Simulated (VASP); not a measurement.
# Al (Fm-3m) in VASP: notebook

Al is run at these levels: PBEsol; tasks: single point.

Program: VASP 6.6.1. These are calculated values, not measurements. Logs are shortened: lines on timing, memory, paths and dates and some standing lists are left out, and cuts for length are marked.

**1. The cell of the first run**

Symmetry: Fm-3m, No. 225, cubic system. The conventional cell has a = 4.014 Å, b = 4.014 Å, c = 4.014 Å, α = 90.00°, β = 90.00°, γ = 90.00°. Within 3.7 Å of Al (site symmetry m-3m) lie 12 Al at 2.84 Å.

**2. Single point, PBEsol**

Input file INCAR:

```
SYSTEM = Al
PREC = Accurate
ENCUT = 500
EDIFF = 1E-6
ISMEAR = -1
SIGMA = 0.1
LREAL = .FALSE.
LASPH = .TRUE.
NELM = 120
ALGO = Normal
ISIF = 2
LWAVE = .FALSE.
LCHARG = .FALSE.
GGA = PS
NBANDS = 8
GGA_COMPAT = .FALSE.
```

Input file KPOINTS:

```
Automatic mesh
0
G
  13 13 13
  0 0 0
```

Input file POSCAR:

```
Al
1.0
    0.0000000000      2.0071145507      2.0071145507
    2.0071145507      0.0000000000      2.0071145507
    2.0071145507      2.0071145507      0.0000000000
Al
1
Direct
    0.0000000000      0.0000000000      0.0000000000
```

Potentials or basis: VASP PAW PBE potentials, release 64 (Al).

Started as:

```
$ cat potpaw_PBE.64/Al/POTCAR > POTCAR
$ mpirun -np 1 vasp_std > vasp.out
```

OUTCAR:

```text
SYSTEM = Al
   PREC = Accurate
   ENCUT = 500
   EDIFF = 1E-6
   ISMEAR = -1
   LREAL = .FALSE.
   LASPH = .TRUE.
   NELM = 120
   ISIF = 2
   GGA = PS

 ion  position               nearest neighbor table
   1  0.000  0.000  0.000-

  LATTYP: Found a face centered cubic cell.
 ALAT       =     4.0142291014

  Lattice vectors:

 A1 = (   0.0000000000,   2.0071145507,   2.0071145507)
 A2 = (   2.0071145507,   0.0000000000,   2.0071145507)
 A3 = (   2.0071145507,   2.0071145507,   0.0000000000)

Analysis of symmetry for initial positions (statically):
=====================================================================
 Subroutine PRICEL returns:
 Original cell was already a primitive cell.

 Routine SETGRP: Setting up the symmetry group for a
 face centered cubic supercell.

 Subroutine GETGRP returns: Found 48 space group operations
 (whereof 48 operations were pure point group operations)
 out of a pool of 48 trial point group operations.

The static configuration has the point symmetry O_h .

Analysis of symmetry for dynamics (positions and initial velocities):
=====================================================================
 Subroutine PRICEL returns:
 Original cell was already a primitive cell.

 Routine SETGRP: Setting up the symmetry group for a
 face centered cubic supercell.

 Subroutine GETGRP returns: Found 48 space group operations
 (whereof 48 operations were pure point group operations)
 out of a pool of 48 trial point group operations.

The dynamic configuration has the point symmetry O_h .

 Subroutine INISYM returns: Found 48 space group operations
 (whereof 48 operations are pure point group operations),
 and found     1 'primitive' translations

----------------------------------------------------------------------------------------

                                     Primitive cell

  volume of cell :      16.1714

  direct lattice vectors                    reciprocal lattice vectors
     0.000000000  2.007114551  2.007114551    -0.249113834  0.249113834  0.249113834
     2.007114551  0.000000000  2.007114551     0.249113834 -0.249113834  0.249113834
     2.007114551  2.007114551  0.000000000     0.249113834  0.249113834 -0.249113834

  length of vectors
     2.838488619  2.838488619  2.838488619     0.431477816  0.431477816  0.431477816

  position of ions in fractional coordinates (direct lattice)
     0.000000000  0.000000000  0.000000000

[... 75 lines left out ...]
   EDIFF  = 0.1E-05   stopping-criterion for ELM
   LREAL  =      F    real-space projection
   EDIFFG = 0.1E-04   stopping-criterion for IOM
   NSW    =      0    number of steps for IOM
   IBRION =     -1    ionic relax: 0-MD 1-quasi-New 2-CG
   NFREE  =      0    steps in history (QN), initial steepest desc. (CG)
   ISIF   =      2    stress and relaxation
   ISYM   =      2    0-nonsym 1-usesym 2-fastsym
   POTIM  = 0.5000    time-step for ionic-motion
   TEBEG  =    0.0;   TEEND  =   0.0 temperature during run
   PSTRESS=    0.0 pullay stress
   NELECT =       3.0000    total number of electrons
   NUPDOWN=      -1.0000    fix difference up-down
   EMIN   =  10.00;   EMAX   =-10.00  energy-range for DOS
   EFERMI =   0.00;   METHOD = LEGACY
   ISMEAR =    -1;   SIGMA  =   0.10  broadening in eV -4-tet -1-fermi 0-gaus
   EFERMI_NEDOS =   21; number of points for ismear=-14 and -15
   IALGO  =     38    algorithm
   IMIX   =      4    mixing-type and parameters
     AMIX     =   0.40;   BMIX     =  1.00
     AMIX_MAG =   1.60;   BMIX_MAG =  1.00
  volume/ion in A,a.u.               =      16.17       109.13
  Fermi-wavevector in a.u.,A,eV,Ry     =   0.933684  1.764406 11.861085  0.871765
  Thomas-Fermi vector in A             =   2.060411
   LORBIT       =      0    0 simple, 1 ext, 2 COOP (PROOUT), +10 PAW based schemes
   GGA     = PS    functional components
   LHFCALC =     F    Hartree Fock is set to
   AEXX    =    0.0000 exact exchange contribution
   IVDW    =     0    specifies the selected vdW correction
   LEPSILON=     F    determine dielectric tensor
   LRPA    =     F    only Hartree local field effects (RPA)
 non-spin polarized calculation
  energy-cutoff  :      500.00
  volume of cell :       16.17
 maximum number of plane-waves:       424
 NGX is ok and might be reduce to    24
   NGX = 11   NGY = 11   NGZ = 11

 number of electron       3.0000000 magnetization

 Free energy of the ion-electron system (eV)
  ---------------------------------------------------
  ext. energy  EPLUGINS =         0.00000000
  ---------------------------------------------------
  free energy    TOTEN  =        -4.09572448 eV

  energy without entropy =       -4.08163639  energy(sigma->0) =       -4.08868044

 E-fermi :   8.0968     XC(G=0): -10.3303

 val. band max:        8.0754804905   @ k =  -0.2308   0.3846   0.1538
 cond. band min:       8.1633251359   @ k =   0.4615   0.2308   0.0000
 fundamental gap:      0.0878446454
 Fermi energy:         8.0968487561

 k-point     1 :       0.0000    0.0000    0.0000
  band No.  band energies     occupation
      1      -3.1084      2.00000
      2      20.8676      0.00000
      3      20.8676      0.00000
      4      20.8676      0.00000
      5      22.5121      0.00000
      6      22.5121      0.00000
      7      22.5121      0.00000
      8      24.7930      0.00000
[... 243 lines left out ...]
 k-point    24 :       0.4615    0.1538    0.0000
  band No.  band energies     occupation
      1       2.0107      2.00000
      2       6.7156      2.00000
      3      15.3186      0.00000
      4      16.4783      0.00000
      5      18.2605      0.00000
      6      24.3330      0.00000
      7      26.4181      0.00000
      8      28.2587      0.00000

 [... further k-points ...]

------------------------ aborting loop because EDIFF is reached ----------------------------------------

  FORCE on cell =-STRESS in cart. coord.  units (eV):
  Direction    XX          YY          ZZ          XY          YZ          ZX
  --------------------------------------------------------------------------------------
  -------------------------------------------------------------------------------------
  Total        0.0055587      0.0055587      0.0055587      0.0000000     -0.0000000      0.0000000
  in kB        0.5507293      0.5507293      0.5507293      0.0000000     -0.0000000      0.0000000
  external PRESSURE =       0.5507293 kB  Pullay stress =       0.0000000 kB

 VOLUME and BASIS-vectors are now :
 -----------------------------------------------------------------------------
  energy-cutoff  :      500.00
  volume of cell :       16.17
      direct lattice vectors                 reciprocal lattice vectors
     0.000000000  2.007114551  2.007114551    -0.249113834  0.249113834  0.249113834
     2.007114551  0.000000000  2.007114551     0.249113834 -0.249113834  0.249113834
     2.007114551  2.007114551  0.000000000     0.249113834  0.249113834 -0.249113834

 POSITION                                       TOTAL-FORCE (eV/Angst)
 -----------------------------------------------------------------------------------
      0.00000      0.00000      0.00000         0.000000      0.000000      0.000000
 -----------------------------------------------------------------------------------
    total drift:                               -0.000000      0.000000     -0.000000

  FREE ENERGIE OF THE ION-ELECTRON SYSTEM (eV)
  ---------------------------------------------------
  free  energy   TOTEN  =        -4.0957244775 eV

  energy  without entropy=       -4.0816363936  energy(sigma->0) =       -4.08868044
```

Wall time 5.3 s (1 thread of Intel Xeon Platinum 8259CL at 2.50GHz (Skylake/Cascade Lake), shared host); peak memory 0.13 GiB.

Results:

| Quantity | Value |
| --- | --- |
| Free energy | -4.0957 eV |
| Pressure | 0.1 GPa |
| Band gap on the k mesh | zero (an odd number of electrons rules out a gap without spin polarisation) |

Caveat: the PAW data sets were made with another functional, which shifts forces and pressure a little.

**3. Single point, PBEsol**

Input file INCAR:

```
PREC = Accurate
ENCUT = 500
EDIFF = 1E-6
ISMEAR = -1
SIGMA = 0.1
LREAL = F
LASPH = T
NELM = 120
ALGO = Normal
ISIF = 2
LWAVE = F
LCHARG = F
GGA = PS
NBANDS = 8
GGA_COMPAT = F
```

Input file KPOINTS:

```
Automatic mesh
0
Gamma
  22 22 22
```

POSCAR is that of step 2.

Potentials or basis: VASP PAW PBE potentials, release 64 (Al).

Started as:

```
$ cat potpaw_PBE.64/Al/POTCAR > POTCAR
$ mpirun -np 1 vasp_std > vasp.out
```

Run time: 22 s. Hardware: 1 thread of Intel Xeon Platinum 8259CL at 2.50GHz (Skylake/Cascade Lake), shared host; peak memory 0.15 GiB.

The run converged. Its results:

- Free energy: -4.0997 eV
- Pressure: 0.1 GPa
- Band gap on the k mesh: zero (an odd number of electrons rules out a gap without spin polarisation)

Levels at points of the mesh, in eV from the Fermi level:
| k point | band 1 | band 2 | band 3 | band 4 | band 5 | band 6 |
| --- | --- | --- | --- | --- | --- | --- |
| (0.00, 0.00, 0.00) | -11.25 | 12.72 | 12.72 | 12.72 | 14.37 | 14.37 |
| (0.50, 0.00, 0.00) | -4.66 | -4.39 | 11.54 | 11.54 | 11.63 | 11.63 |
| (0.50, 0.50, 0.00) | -2.95 | -1.60 | 5.27 | 5.70 | 5.70 | 9.26 |

Caveat: the PAW data sets were made with another functional, which shifts forces and pressure a little.

The gap in the log of VASP goes by the Fermi energy; the results here count the filled bands.